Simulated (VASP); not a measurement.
Crystal: Li3C4.

```
Li C
1.0
     3.75563    0.00000    0.00000
    -1.87782    3.25247    0.00000
     0.00000    0.00000    5.98020
Li C
3 4
Direct
  0.66667 0.33333 0.50000
  0.33333 0.66667 0.50000
  0.00000 0.00000 0.50000
  0.66667 0.33333 0.23251
  0.66667 0.33333 0.76749
  0.66667 0.33333 0.00000
  0.00000 0.00000 0.00000
```

```yaml
Program: VASP 6.6.1
Task: relaxation of cell and atoms
Functional: PBE
Potentials_or_basis: VASP PAW PBE potentials, release 64 (Li_sv, C)
Cutoff: 600 eV
k_mesh: 6 × 6 × 4
Occupations: gaussian, width 0.1 eV
Spin: no spin polarisation
```

At the start: pressure 5.7 GPa; volume 10.44 Å³/atom.

Task: How do energy, volume and symmetry change on relaxing?

Result: Over 14 steps the energy falls by 108.2 meV/atom and the volume is 13.60 Å³/atom (+30.3 %); space group P-6m2 (No. 187, to 0.05 Å).

The path:
| step | energy change (eV) | largest force (eV/Å) | pressure (GPa) | volume (Å³) |
| --- | --- | --- | --- | --- |
| 1 | 0.0000 | 3.5702 | 5.72 | 73.05 |
| 2 | 0.6008 | 10.0744 | 19.95 | 77.04 |
| 3 | -0.2996 | 0.7035 | 9.34 | 74.63 |
| 4 | -0.5494 | 0.2448 | 2.39 | 81.83 |
| 5 | -0.5836 | 0.1362 | -1.58 | 87.72 |
| 6 | -0.7076 | 1.2035 | 0.04 | 93.34 |
| 7 | -0.7089 | 1.4077 | 0.28 | 94.06 |
| 8 | -0.7230 | 1.3224 | -1.98 | 97.67 |
| 9 | -0.7524 | 0.0972 | -1.06 | 96.04 |
| 10 | -0.7551 | 0.2125 | 0.27 | 95.54 |
| 11 | -0.7567 | 0.0929 | -0.24 | 95.73 |
| 12 | -0.7571 | 0.0768 | -0.29 | 95.51 |
| 13 | -0.7571 | 0.0627 | -0.28 | 95.52 |
| 14 | -0.7575 | 0.0208 | -0.10 | 95.21 |

Final structure:
```
Li C
1.0
     4.25126    0.00000    0.00000
    -2.12563    3.68170    0.00000
     0.00000    0.00000    6.08282
Li C
3 4
Direct
  0.66667 0.33333 0.50000
  0.33333 0.66667 0.50000
  0.00000 0.00000 0.50000
  0.66667 0.33333 0.21733
  0.66667 0.33333 0.78267
  0.66667 0.33333 0.00000
  0.00000 0.00000 0.00000
```

Caveat: the cutoff is under 1.25 times the usual one of these potentials, so pressure, stress and relaxed cells hold a basis-set (Pulay) error; the volume moved by over 15 % at a fixed basis, so the end points are rough.
